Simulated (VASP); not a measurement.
Pd, 1 atom in the cell. The structure is cubic, space group Im-3m (No. 229). Conventional cell: a = 3.109 Å, b = 3.109 Å, c = 3.109 Å, α = 90.00°, β = 90.00°, γ = 90.00°. Pd (site symmetry m-3m) has 14 Pd at 2.69 to 3.11 Å within 3.5 Å. 

```yaml
Program: VASP 6.6.1
Task: single point
Functional: PBE
Dispersion: D4
Potentials_or_basis: VASP PAW PBE potentials, release 64 (Pd)
Cutoff: 520 eV
k_mesh: 12 × 12 × 12
Occupations: fermi-dirac, width 0.05 eV
Spin: no spin polarisation
Dipole_correction: no
Further_INCAR_settings: ALGO = Fast; EDIFF = 1e-07; NBANDS = 11
```

Potentials or basis: VASP PAW PBE potentials, release 64 (Pd).

The run is started by

```bash
$ cat potpaw_PBE.64/Pd/POTCAR > POTCAR
$ mpirun -np 1 vasp_std > vasp.out
```

Hardware: 1 thread of AMD EPYC 9R45 96-Core Processor (Zen 5), with other jobs on the host.

Task: How long does it take, and how much memory?

Result: Run time: 7.5 s on 1 thread of AMD EPYC 9R45 96-Core Processor (Zen 5), with other jobs on the host, peak memory 0.1 GiB. Counts: scf iterations 13, k points 72.
